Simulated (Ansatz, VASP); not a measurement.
# One calculation of Hf3Si2O, two programs

```
CELL_PARAMETERS angstrom
3.61742 0.00000 0.00000
-1.80871 3.13278 0.00000
0.00000 0.00000 8.87947
ATOMIC_POSITIONS crystal
Hf 0.66667 0.33333 0.13534
Hf 0.33333 0.66667 0.86466
Hf 0.00000 0.00000 0.50000
Si 0.66667 0.33333 0.68187
Si 0.33333 0.66667 0.31813
O 0.00000 0.00000 0.00000
```

Change from the starting cell: species swapped into the Ba2H3I type (P-3m1, No. 164).

Alike in both runs: task relaxation of cell and atoms; functional PBE; k mesh 12 × 12 × 4; occupations gaussian, width 0.1 eV; no spin polarisation.

|  | VASP | Ansatz |
| --- | --- | --- |
| version | VASP 6.6.1 | Ansatz 0.2.0 |
| potentials or method | VASP PAW PBE potentials, release 64 (Hf_pv, Si, O), cutoff 600 eV | scalar-relativistic, plane waves, PAW |
| valence electrons in the cell | 44 | 92 |

Ansatz gave:

- gap on the k mesh at the Fermi level, each at its own relaxed structure (eV): none
- relaxed volume (Å³/atom): 16.80
- relaxed cell length with the largest relative difference (Å): 3.625

Which values does VASP return?

gap on the k mesh at the Fermi level, each at its own relaxed structure (eV): none; relaxed volume (Å³/atom): 16.71; relaxed cell length with the largest relative difference (Å): 3.615.

A gap of «none» marks a metal or a gap that the smearing closes. VASP's potentials hold 44 valence electrons a cell and Ansatz's 92, so a difference there can come from the potentials and not from the codes.

Spin-orbit coupling is off throughout.
